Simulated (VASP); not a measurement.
# ZrSi2 (I4_1/amd) in VASP: further runs

Runs on ZrSi2. Level: PBE. Tasks: single point.

Everything below comes from runs of VASP 6.6.1. Logs are shortened: lines on timing, memory, paths and dates and some standing lists are left out, and cuts for length are marked.

## (1) The cell of the first run

Symmetry: I4_1/amd, No. 141, tetragonal system. Conventional cell: a = 3.873 Å, b = 3.873 Å, c = 13.465 Å, α = 90.00°, β = 90.00°, γ = 90.00°. Within 3.9 Å of Zr (site symmetry -4m2) lie 12 Si at 2.96 Å and 8 Zr at 3.87 to 3.88 Å. Within 3.0 Å of Si (site symmetry 2mm) lie 3 Si at 2.24 to 2.25 Å and 6 Zr at 2.96 Å.

## (2) Single point, PBE

File INCAR:

```
  PREC = Accurate
  ENCUT = 520
  EDIFF = 1E-6
  ISMEAR = 0
  SIGMA = 0.1
  LREAL = False
  LASPH = True
  NELM = 60
  ALGO = Normal
  ISIF = 2
  LWAVE = False
  LCHARG = True
  GGA = PE
  LELF = True
  LVHAR = True
  NBANDS = 29
```

File KPOINTS:

```
regular mesh
0
Gamma
  6 6 6
```

File POSCAR:

```
ZrSi2
1.0
   -1.9362669440      1.9362669440      6.7323522972
    1.9362669440     -1.9362669440      6.7323522972
    1.9362669440      1.9362669440     -6.7323522972
Zr Si
2 4
Direct
    0.0000000000      0.0000000000      0.0000000000
    0.7500000000      0.2500000000      0.5000000000
    0.4165000000      0.4165000000      0.0000000000
    0.1665000000      0.6665000000      0.5000000000
    0.3335000000      0.8335000000      0.5000000000
    0.5835000000      0.5835000000      0.0000000000
```

Potentials or basis: VASP PAW PBE potentials, release 64 (Zr_sv, Si).

Command:

```bash
cat potpaw_PBE.64/Zr_sv/POTCAR potpaw_PBE.64/Si/POTCAR > POTCAR
mpirun -np 1 vasp_std > vasp.out
```

OUTCAR:

```text
PREC = Accurate
   ENCUT = 520
   EDIFF = 1E-6
   ISMEAR = 0
   LREAL = False
   LASPH = True
   NELM = 60
   ISIF = 2
   GGA = PE

 ion  position               nearest neighbor table
   1  0.000  0.000  0.000-   6 2.96   6 2.96   6 2.96   3 2.96   6 2.96   3 2.96   3 2.96   3 2.96
                             5 2.96   4 2.96   5 2.96   4 2.96   2 3.88   2 3.88   2 3.88   2 3.88
   2  0.750  0.250  0.500-   5 2.96   5 2.96   5 2.96   4 2.96   5 2.96   4 2.96   4 2.96   4 2.96
                             6 2.96   6 2.96   3 2.96   3 2.96   1 3.88   1 3.88   1 3.88   1 3.88
   3  0.416  0.416  0.000-   5 2.24   5 2.24   6 2.25   1 2.96   1 2.96   1 2.96   1 2.96   2 2.96
                             2 2.96
   4  0.166  0.666  0.500-   6 2.24   6 2.24   5 2.25   2 2.96   2 2.96   2 2.96   2 2.96   1 2.96
                             1 2.96
   5  0.334  0.834  0.500-   3 2.24   3 2.24   4 2.25   2 2.96   2 2.96   2 2.96   2 2.96   1 2.96
                             1 2.96
   6  0.584  0.584  0.000-   4 2.24   4 2.24   3 2.25   1 2.96   1 2.96   1 2.96   1 2.96   2 2.96
                             2 2.96

  LATTYP: Found a body centered tetragonal cell.
 ALAT       =     3.8725338880
 C/A-ratio  =     3.4769752787

  Lattice vectors:

 A1 = (  -1.9362669440,   1.9362669440,   6.7323522972)
 A2 = (   1.9362669440,  -1.9362669440,   6.7323522972)
 A3 = (   1.9362669440,   1.9362669440,  -6.7323522972)

Analysis of symmetry for initial positions (statically):
=====================================================================
 Subroutine PRICEL returns:
 Original cell was already a primitive cell.

 Routine SETGRP: Setting up the symmetry group for a
 body centered tetragonal supercell.

 Subroutine GETGRP returns: Found 16 space group operations
 (whereof  8 operations were pure point group operations)
 out of a pool of 16 trial point group operations.

The static configuration has the point symmetry D_2d.
 The point group associated with its full space group is D_4h.

Analysis of symmetry for dynamics (positions and initial velocities):
=====================================================================
 Subroutine PRICEL returns:
 Original cell was already a primitive cell.

 Routine SETGRP: Setting up the symmetry group for a
 body centered tetragonal supercell.

 Subroutine GETGRP returns: Found 16 space group operations
 (whereof  8 operations were pure point group operations)
 out of a pool of 16 trial point group operations.

The dynamic configuration has the point symmetry D_2d.
 The point group associated with its full space group is D_4h.

 Subroutine INISYM returns: Found 16 space group operations
 (whereof  8 operations are pure point group operations),
 and found     1 'primitive' translations

----------------------------------------------------------------------------------------

                                     Primitive cell

  volume of cell :     100.9618

  direct lattice vectors                    reciprocal lattice vectors
    -1.936266944  1.936266944  6.732352297     0.000000000  0.258228857  0.074268247
     1.936266944 -1.936266944  6.732352297     0.258228857  0.000000000  0.074268247
     1.936266944  1.936266944 -6.732352297     0.258228857  0.258228857  0.000000000

  length of vectors
     7.267931398  7.267931398  7.267931398     0.268696697  0.268696697  0.365190752

  position of ions in fractional coordinates (direct lattice)
     0.000000000  0.000000000  0.000000000
     0.750000000  0.250000000  0.500000000
     0.416500000  0.416500000  0.000000000
     0.166500000  0.666500000  0.500000000
     0.333500000  0.833500000  0.500000000
     0.583500000  0.583500000  0.000000000

  ion indices of the primitive-cell ions
   primitive index   ion index
                 1           1
                 2           2
                 3           3
                 4           4
                 5           5
                 6           6

----------------------------------------------------------------------------------------

 KPOINTS: regular mesh

Automatic generation of k-mesh.
 Grid dimensions read from file:
 generate k-points for:    6    6    6

 Generating k-lattice:

  Cartesian coordinates                     Fractional coordinates (reciprocal lattice)
     0.000000000  0.043038143  0.012378041     0.166666667  0.000000000  0.000000000
     0.043038143  0.000000000  0.012378041     0.000000000  0.166666667  0.000000000
     0.043038143  0.043038143  0.000000000     0.000000000  0.000000000  0.166666667

  Length of vectors
     0.044782783  0.044782783  0.060865125

  Shift w.r.t. Gamma in fractional coordinates (k-lattice)
     0.000000000  0.000000000  0.000000000

 Subroutine IBZKPT returns following result:
 ===========================================

 Found     30 irreducible k-points:

 Following reciprocal coordinates:
            Coordinates               Weight
  0.000000  0.000000  0.000000      1.000000
  0.166667 -0.000000  0.000000      8.000000
  0.333333  0.000000  0.000000      8.000000
  0.500000  0.000000  0.000000      4.000000
  0.166667  0.166667  0.000000      8.000000
  0.333333  0.166667  0.000000     16.000000
[... 16 lines left out ...]
 -0.333333 -0.333333  0.166667      8.000000
 -0.166667 -0.333333  0.166667      8.000000
 [... further k-points ...]
   k-points           NKPTS =     30   k-points in BZ     NKDIM =     30   number of bands    NBANDS=     29
   number of dos      NEDOS =    301   number of ions     NIONS =      6
   total plane-waves  NPLWV = 157464
   dimension x,y,z NGX =    54 NGY =   54 NGZ =   54
   dimension x,y,z NGXF=   108 NGYF=  108 NGZF=  108
   ions per type =               2   4
   NGX,Y,Z   is equivalent  to a cutoff of  12.35, 12.35, 12.35 a.u.
   NGXF,Y,Z  is equivalent  to a cutoff of  24.70, 24.70, 24.70 a.u.
 SYSTEM =  unknown system
   PREC   = accura    normal or accurate (medium, high low for compatibility)
   ISTART =      0    job   : 0-new  1-cont  2-samecut
   ICHARG =      2    charge: 1-file 2-atom 10-const
   ISPIN  =      1    spin polarized calculation?
   LNONCOLLINEAR =      F non collinear calculations
   LSORBIT =      F    spin-orbit coupling
   LASPH  =      T    aspherical Exc in radial PAW
   ENCUT  =  520.0 eV  38.22 Ry    6.18 a.u.  13.51 13.51 13.51*2*pi/ulx,y,z
   NELM   =     60;   NELMIN=  2; NELMDL= -5     # of ELM steps
   EDIFF  = 0.1E-05   stopping-criterion for ELM
   LREAL  =      F    real-space projection
[... 7 lines left out ...]
   TEBEG  =    0.0;   TEEND  =   0.0 temperature during run
   PSTRESS=    0.0 pullay stress
   NELECT =      40.0000    total number of electrons
   NUPDOWN=      -1.0000    fix difference up-down
   EMIN   =  10.00;   EMAX   =-10.00  energy-range for DOS
   EFERMI =   0.00;   METHOD = LEGACY
   ISMEAR =     0;   SIGMA  =   0.10  broadening in eV -4-tet -1-fermi 0-gaus
   EFERMI_NEDOS =   21; number of points for ismear=-14 and -15
   IALGO  =     38    algorithm
   IMIX   =      4    mixing-type and parameters
     AMIX     =   0.40;   BMIX     =  1.00
     AMIX_MAG =   1.60;   BMIX_MAG =  1.00
  volume/ion in A,a.u.               =      16.83       113.55
  Fermi-wavevector in a.u.,A,eV,Ry     =   1.202382  2.272172 19.670242  1.445722
  Thomas-Fermi vector in A             =   2.338165
   LORBIT       =      0    0 simple, 1 ext, 2 COOP (PROOUT), +10 PAW based schemes
   GGA     = PE    functional components
   LHFCALC =     F    Hartree Fock is set to
   AEXX    =    0.0000 exact exchange contribution
   IVDW    =     0    specifies the selected vdW correction
   LEPSILON=     F    determine dielectric tensor
   LRPA    =     F    only Hartree local field effects (RPA)
 non-spin polarized calculation
 Gauss-broadening in eV      SIGMA  =   0.10
  energy-cutoff  :      520.00
  volume of cell :      100.96
 maximum number of plane-waves:      2734
   NGX = 27   NGY = 27   NGZ = 27

 number of electron      40.0000001 magnetization

 Free energy of the ion-electron system (eV)
  ---------------------------------------------------
  ext. energy  EPLUGINS =         0.00000000
  ---------------------------------------------------
  free energy    TOTEN  =       -40.05845025 eV

  energy without entropy =      -40.04037281  energy(sigma->0) =      -40.04941153

 E-fermi :  10.4900     XC(G=0): -11.1966

 val. band max:       10.4528258544   @ k =  -0.1667  -0.1667   0.1667
 cond. band min:      10.4965071801   @ k =   0.1667  -0.0000   0.0000
 fundamental gap:      0.0436813257
 Fermi energy:        10.4899758872

 k-point     1 :       0.0000    0.0000    0.0000
  band No.  band energies     occupation
      1     -39.1532      2.00000
      2     -39.1449      2.00000
      3     -17.2887      2.00000
      4     -17.1738      2.00000
      5     -17.1738      2.00000
      6     -17.1683      2.00000
[... 21 lines left out ...]
     28      12.4232      0.00000
     29      13.6596      0.00000

 k-point     2 :       0.1667   -0.0000    0.0000
  band No.  band energies     occupation
      1     -39.1517      2.00000
      2     -39.1442      2.00000
      3     -17.2789      2.00000
      4     -17.2031      2.00000
      5     -17.1934      2.00000
      6     -17.1729      2.00000
[... 21 lines left out ...]
     28      13.0405      0.00000
     29      13.7296      0.00000

 k-point     3 :       0.3333    0.0000    0.0000
  band No.  band energies     occupation
      1     -39.1484      2.00000
      2     -39.1429      2.00000
      3     -17.2676      2.00000
      4     -17.2588      2.00000
      5     -17.2299      2.00000
      6     -17.1697      2.00000
[... 638 lines left out ...]
      5     -17.2024      2.00000
      6     -17.1849      2.00000
[... 21 lines left out ...]
     28      12.9687      0.00000
     29      13.6661      0.00000

 k-point    24 :      -0.1667   -0.3333    0.1667
  band No.  band energies     occupation
      1     -39.1507      2.00000
      2     -39.1452      2.00000
      3     -17.2635      2.00000
      4     -17.2103      2.00000
      5     -17.1867      2.00000
      6     -17.1773      2.00000
[... 21 lines left out ...]
     28      13.1610      0.00000
     29      13.3511      0.00000

 [... further k-points ...]

------------------------ aborting loop because EDIFF is reached ----------------------------------------

  FORCE on cell =-STRESS in cart. coord.  units (eV):
  Direction    XX          YY          ZZ          XY          YZ          ZX
  --------------------------------------------------------------------------------------
  -------------------------------------------------------------------------------------
  Total       -0.6200994     -0.6200994      5.3917770      0.0000000      0.0000000      0.0000000
  in kB       -9.8404418     -9.8404418     85.5628455      0.0000000      0.0000000      0.0000000
  external PRESSURE =      21.9606539 kB  Pullay stress =       0.0000000 kB

 VOLUME and BASIS-vectors are now :
 -----------------------------------------------------------------------------
  energy-cutoff  :      520.00
  volume of cell :      100.96
      direct lattice vectors                 reciprocal lattice vectors
    -1.936266944  1.936266944  6.732352297     0.000000000  0.258228857  0.074268247
     1.936266944 -1.936266944  6.732352297     0.258228857  0.000000000  0.074268247
     1.936266944  1.936266944 -6.732352297     0.258228857  0.258228857  0.000000000

 POSITION                                       TOTAL-FORCE (eV/Angst)
 -----------------------------------------------------------------------------------
      0.00000      0.00000      0.00000        -0.000000     -0.000000     -0.000000
     -0.00000      1.93627      3.36618        -0.000000     -0.000000     -0.000000
      0.00000      0.00000      5.60805        -0.000000      0.000000      0.135493
      1.93627      0.00000      2.24187         0.000000     -0.000000      0.135493
      1.93627      0.00000      4.49048         0.000000     -0.000000     -0.135493
      0.00000      0.00000      7.85666        -0.000000      0.000000     -0.135493
 -----------------------------------------------------------------------------------
    total drift:                               -0.000000      0.000000      0.000000

  FREE ENERGIE OF THE ION-ELECTRON SYSTEM (eV)
  ---------------------------------------------------
  free  energy   TOTEN  =       -40.0584502510 eV

  energy  without entropy=      -40.0403728101  energy(sigma->0) =      -40.04941153
```

It took 7.9 min on 1 thread of Intel Xeon 8259CL, shared host; peak memory 0.42 GiB.

What came out:

| Item | Value |
| --- | --- |
| Free energy | -40.0585 eV |
| Pressure | 2.2 GPa |
| Largest force | 0.135 eV/Å |
| Band gap on the k mesh | zero (bands 20 and 21 overlap by 1.01 eV) |

Forces on the atoms (eV/Å):
```
Zr   0.000  0.000  0.000
Zr   0.000  0.000  0.000
Si   0.000  0.000  0.135
Si   0.000  0.000  0.135
Si   0.000  0.000 -0.135
Si   0.000  0.000 -0.135
```

Stress tensor (GPa, compression positive):
```
-0.98  0.00  0.00
 0.00 -0.98  0.00
 0.00  0.00  8.56
```

Caveat: the stress differs along the axes, from -1 to 9 GPa.

## (3) Single point, PBE

This run uses another cell than the first one, of 17.25 Å³/atom.

File INCAR:

```
  PREC = Accurate
  ENCUT = 520
  EDIFF = 1E-6
  ISMEAR = 0
  SIGMA = 0.1
  LREAL = F
  LASPH = T
  NELM = 80
  ALGO = Normal
  ISIF = 2
  LWAVE = F
  LCHARG = F
  GGA = PE
  NBANDS = 29
```

File KPOINTS:

```
Automatic mesh
0
Gamma
  14 14 14
```

File POSCAR:

```
ZrSi2
1.0
   -1.8199355856      1.8199355856      7.8140496914
    1.8199355856     -1.8199355856      7.8140496914
    1.8199355856      1.8199355856     -7.8140496914
Zr Si
2 4
Direct
    0.0000000000      0.0000000000      0.0000000000
    0.7500000000      0.2500000000      0.5000000000
    0.4218679589      0.4218679589      0.0000000000
    0.1718679589      0.6718679589      0.5000000000
    0.3281320411      0.8281320411      0.5000000000
    0.5781320411      0.5781320411      0.0000000000
```

Potentials or basis: VASP PAW PBE potentials, release 64 (Zr_sv, Si).

Command:

```bash
cat potpaw_PBE.64/Zr_sv/POTCAR potpaw_PBE.64/Si/POTCAR > POTCAR
mpirun -np 1 vasp_std > vasp.out
```

Wall time 1.6 h (1 thread of Intel Xeon 8259CL, shared host); peak memory 0.96 GiB.

The run converged. Its results:

```
Free energy            : -40.7410 eV
Pressure               : 0.0 GPa
Largest force          : 0.014 eV/Å
Band gap on the k mesh : zero (bands 20 and 21 overlap by 1.33 eV)
```

Forces in eV/Å, atoms in the order of the input:
```
Zr   0.000  0.000  0.000
Zr   0.000  0.000  0.000
Si   0.000  0.000 -0.014
Si   0.000  0.000 -0.014
Si   0.000  0.000  0.014
Si   0.000  0.000  0.014
```

Levels at points of the mesh, in eV from the Fermi level:
| k point | band 17 | band 18 | band 19 | band 20 | band 21 | band 22 | band 23 | band 24 |
| --- | --- | --- | --- | --- | --- | --- | --- | --- |
| (0.00, 0.00, 0.00) | -2.03 | -1.92 | -1.92 | 0.27 | 1.09 | 1.09 | 1.12 | 1.16 |
| (0.50, 0.00, 0.00) | -2.83 | -2.13 | -0.85 | -0.08 | 0.28 | 0.62 | 1.27 | 1.65 |
| (0.50, 0.50, 0.00) | -3.47 | -3.47 | -1.00 | -1.00 | 0.87 | 0.87 | 1.66 | 1.66 |
| (0.50, 0.50, 0.50) | -1.84 | -1.84 | 0.11 | 0.11 | 0.81 | 0.81 | 1.26 | 1.26 |

The gap in the log of VASP goes by the Fermi energy; the results here count the filled bands.